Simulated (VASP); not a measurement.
Set up this calculation in VASP 6.6.1, as the native input.

| Item | Value |
| --- | --- |
| Task | single point |
| Functional | PBE |
| Potentials or basis | VASP PAW PBE potentials, release 64 (Mo_sv, N) |
| Cutoff | 520 eV |
| k mesh | 4 × 4 × 4 |
| Occupations | gaussian, width 0.1 eV |
| Spin | collinear spin |
| Starting moments | [1.0, 1.0, 1.0, 1.0, 0.0] μB |
| Dipole correction | no |
| Further INCAR settings | ALGO = Normal; EDIFF = 1e-07; NBANDS = 42 |

The structure of Mo4N lies in POSCAR:

```
Mo4N
1.0
    4.1179565978      0.0000000000      0.0000000000
    0.0000000000      4.1179565978      0.0000000000
    0.0000000000      0.0000000000      4.1179565978
Mo N
4 1
Direct
    0.5000000000      0.0000000000      0.0000000000
    0.0000000000      0.5000000000      0.0000000000
    0.0000000000      0.0000000000      0.5000000000
    0.5000000000      0.5000000000      0.5000000000
    0.0000000000      0.0000000000      0.0000000000
```

The cell was built from a structure type or drawn by symmetry, and may not be a known phase.

These files were run (other wordings do the same):

INCAR

```
SYSTEM = Mo4N
ALGO = Normal ; EDIFF = 1E-7
ENCUT = 520 ; GGA = PE
ISIF = 2 ; ISMEAR = 0
ISPIN = 2 ; LASPH = .True.
LCHARG = .True. ; LELF = .True.
LMAXMIX = 4 ; LORBIT = 11
LREAL = .False. ; LVHAR = .True.
LWAVE = .False. ; MAGMOM = 1 1 1 1 0
NBANDS = 42 ; NELM = 150
PREC = Accurate ; SIGMA = 0.1
```

KPOINTS

```
k-points
0
Gamma
  4 4 4
  0 0 0
```

Potentials or basis: VASP PAW PBE potentials, release 64 (Mo_sv, N).

Command:

```sh
$ cat potpaw_PBE.64/Mo_sv/POTCAR potpaw_PBE.64/N/POTCAR > POTCAR
$ mpirun -np 1 vasp_std > vasp.out
```

Results of the run:

```
Pressure                                              : 0.4 GPa
Net moment                                            : 0.00 μB per cell
Valence electrons inside the program's atomic spheres : Mo 12.49, 12.31 (each value once); N 3.82
```

Caveat: the k points lie up to 0.38 Å⁻¹ apart.

Run time: 110 s on 1 thread of Intel Xeon 8259CL, on a shared host, peak memory 0.22 GiB.
